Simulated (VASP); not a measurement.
# CuAs: single point with LDA

The system is CuAs.

```
Cu As
1.0
     3.77968    0.00000    0.00000
    -1.88984    3.27330    0.00000
     0.00000    0.00000    4.46940
Cu As
2 2
Direct
  0.00000 0.00000 0.50000
  0.00000 0.00000 0.00000
  0.66667 0.33333 0.75000
  0.33333 0.66667 0.25000
```

```yaml
Program: VASP 6.6.1
Task: single point
Functional: LDA
Potentials_or_basis: VASP PAW LDA potentials, release 64 (Cu, As)
Cutoff: 520 eV
k_mesh: 12 × 12 × 8
Occupations: gaussian, width 0.15 eV
Spin: no spin polarisation
Dipole_correction: no
Further_INCAR_settings: ALGO = Normal; EDIFF = 1e-07; NBANDS = 24
```

| Item | Value |
| --- | --- |
| Pressure | 14.7 GPa |
| Band gap on the k mesh | zero (band 16 reaches 9.37 eV, above the bottom of band 17 at 7.62 eV) |

Stress tensor (GPa, compression positive):
```
 9.20  0.00  0.00
 0.00  9.20  0.00
 0.00  0.00 25.77
```

Levels at points of the mesh, in eV from the Fermi level:
```
           k point  band 14  band 15  band 16  band 17  band 18  band 19
(0.00, 0.00, 0.00)    -0.77    -0.77     0.93     0.93     1.97     3.22
(0.50, 0.00, 0.00)    -3.17    -3.13    -2.51     0.39     3.02     3.04
(0.00, 0.00, 0.50)    -0.94     0.79     0.79     0.79     0.79     4.71
(0.50, 0.00, 0.50)    -3.75    -1.03    -1.03     0.33     0.33     5.70
```

Run time: 53 s on 1 thread of Intel(R) Xeon(R) 6975P-C (Granite Rapids), with other jobs on the host, peak memory 0.23 GiB.
